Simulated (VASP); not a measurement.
A run of VASP 6.6.1:

The input POSCAR:

```
AgCl
1.0
    0.0000000000      2.9932461729      2.9932461729
    2.9932461729      0.0000000000      2.9932461729
    2.9932461729      2.9932461729      0.0000000000
Ag Cl
1 1
Direct
    0.0000000000      0.0000000000      0.0000000000
    0.2500000000      0.2500000000      0.2500000000
```

File INCAR.step1:

```
SYSTEM = AgCl
  PREC = Accurate
  ENCUT = 520
  EDIFF = 1E-5
  ISMEAR = 0
  SIGMA = 0.01
  LREAL = .FALSE.
  LASPH = .TRUE.
  NELM = 60
  ALGO = Normal
  ISIF = 2
  LWAVE = .TRUE.
  NBANDS = 16
  GGA = PE
```

File INCAR.step2:

```
SYSTEM = AgCl
  PREC = Accurate
  ENCUT = 520
  EDIFF = 1E-7
  ISMEAR = 0
  SIGMA = 0.01
  LREAL = .FALSE.
  LASPH = .TRUE.
  NELM = 60
  ALGO = Normal
  ISIF = 2
  LWAVE = .FALSE.
  LCHARG = .TRUE.
  GGA = PE
  LHFCALC = .TRUE.
  AEXX = 0.75
  PRECFOCK = Normal
  LELF = .TRUE.
  LVHAR = .TRUE.
  NBANDS = 16
  ISTART = 1
```

File KPOINTS:

```
regular mesh
0
G
  4 4 4
  0 0 0
```

Potentials or basis: VASP PAW PBE potentials, release 64 (Ag, Cl).

Run with:

```console
$ cat potpaw_PBE.64/Ag/POTCAR potpaw_PBE.64/Cl/POTCAR > POTCAR
$ cp INCAR.step1 INCAR
$ mpirun -np 1 vasp_std > vasp.out
$ cp INCAR.step2 INCAR
$ mpirun -np 1 vasp_std > vasp.out
```

Hardware: 1 thread of Intel(R) Xeon(R) Platinum 8488C (Sapphire Rapids), with other jobs on the host.

Problem. Estimate the wall time of this run.

Solution. Run time: 13 min on 1 thread of Intel(R) Xeon(R) Platinum 8488C (Sapphire Rapids), with other jobs on the host, peak memory 0.18 GiB. Counts: k points 8.
